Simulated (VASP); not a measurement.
Be, 3 atoms in the cell. Symmetry: Immm, No. 71, orthorhombic system. The conventional cell has a = 2.306 Å, b = 3.600 Å, c = 6.164 Å, α = 90.00°, β = 90.00°, γ = 90.00°. Be (site symmetry mm2) has 11 Be at 2.16 to 2.40 Å within 2.9 Å. Be (site symmetry mmm) has 10 Be at 2.16 to 2.31 Å within 2.9 Å. The cell was generated, and may not be a known phase.

- Program: VASP 6.6.1
- Task: single point
- Functional: PBE
- Potentials or basis: VASP PAW PBE potentials, release 64 (Be)
- Cutoff: 520 eV
- k mesh: 24 × 24 × 24
- Occupations: gaussian, width 0.1 eV
- Spin: no spin polarisation
- Dipole correction: no
- Further INCAR settings: ALGO = Fast; EDIFF = 1e-06; NBANDS = 10

Potentials or basis: VASP PAW PBE potentials, release 64 (Be).

The run is started by

```console
$ cat potpaw_PBE.64/Be/POTCAR > POTCAR
$ mpirun -np 1 vasp_std > vasp.out
```

Hardware: 1 thread of Intel(R) Xeon(R) Platinum 8488C (Sapphire Rapids), on a shared host.

Task: How long does it take, and how much memory?

Result: Wall time 6.2 min on 1 thread of Intel(R) Xeon(R) Platinum 8488C (Sapphire Rapids), with other jobs on the host, peak memory 0.5 GiB. Counts: scf iterations 11, k points 1963.
